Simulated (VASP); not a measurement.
A run of VASP 6.6.1:

The input INCAR:

```
SYSTEM = SiGeO4
PREC = Accurate
ENCUT = 520
EDIFF = 1E-7
ISMEAR = 0
SIGMA = 0.1
LREAL = .FALSE.
LASPH = .TRUE.
NELM = 100
ALGO = Normal
ISIF = 2
LWAVE = .FALSE.
LCHARG = .FALSE.
GGA = PE
NBANDS = 54
```

The input KPOINTS:

```
regular mesh
0
G
  6 6 2
  0 0 0
```

POSCAR

```
SiGeO4
1.0
    5.4613475390      0.0000000000      0.0000000000
   -2.7306737695      4.7296657076      0.0000000000
    0.0000000000      0.0000000000      8.9152990931
Si Ge O
2 2 8
Direct
    0.3333333333      0.6666666667      0.9375325494
    0.6666666667      0.3333333333      0.4375325494
    0.6666666667      0.3333333333      0.0624303314
    0.3333333333      0.6666666667      0.5624303314
    0.0114036844      0.5057018422      0.9978840903
    0.4942981578      0.5057018422      0.9978840903
    0.4942981578      0.9885963156      0.9978840903
    0.3333333333      0.6666666667      0.7563848382
    0.6666666667      0.3333333333      0.2563848382
    0.5057018422      0.0114036844      0.4978840903
    0.5057018422      0.4942981578      0.4978840903
    0.9885963156      0.4942981578      0.4978840903
```

Potentials or basis: VASP PAW PBE potentials, release 64 (Si, Ge_d, O).

Command:

```console
$ cat potpaw_PBE.64/Si/POTCAR potpaw_PBE.64/Ge_d/POTCAR potpaw_PBE.64/O/POTCAR > POTCAR
$ mpirun -np 1 vasp_std > vasp.out
```

Hardware: 1 thread of Intel Xeon 8259CL (shared host).

Q: Estimate the wall time of this run.

A: Run time: 13 min on 1 thread of Intel Xeon 8259CL (shared host), peak memory 0.42 GiB. Counts: scf iterations 16, k points 14.
